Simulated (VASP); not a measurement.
SiC, 2 atoms in the cell. Symmetry: I-4m2, No. 119, tetragonal system. Conventional cell: a = 3.003 Å, b = 3.003 Å, c = 4.356 Å, α = 90.00°, β = 90.00°, γ = 90.00°. Within 2.5 Å of Si (site symmetry -4m2) lie 4 C at 1.86 Å. Within 2.5 Å of C (site symmetry -4m2) lie 4 Si at 1.86 Å.  This cell differs from its parent crystal: strain -0.025 along x and y, +0.000 along z.

```yaml
Program: VASP 6.6.1
Task: single point
Functional: r2SCAN
Potentials_or_basis: VASP PAW PBE potentials, release 64 (Si, C)
Cutoff: 520 eV
k_mesh: 10 × 10 × 10
Occupations: gaussian, width 0.05 eV
Spin: no spin polarisation
Dipole_correction: no
Further_INCAR_settings: ALGO = Normal; EDIFF = 1e-06; NBANDS = 11
```

Potentials or basis: VASP PAW PBE potentials, release 64 (Si, C).

Launch:

```console
$ cat potpaw_PBE.64/Si/POTCAR potpaw_PBE.64/C/POTCAR > POTCAR
$ cp INCAR.step1 INCAR
$ mpirun -np 1 vasp_std > vasp.out
$ cp INCAR.step2 INCAR
$ mpirun -np 1 vasp_std > vasp.out
```

Hardware: 1 thread of Intel Xeon 8259CL, on a shared host.

Question: Estimate the wall time of this run.

Answer: It took 77 s on 1 thread of Intel Xeon 8259CL, on a shared host, peak memory 0.15 GiB. Counts: k points 102.
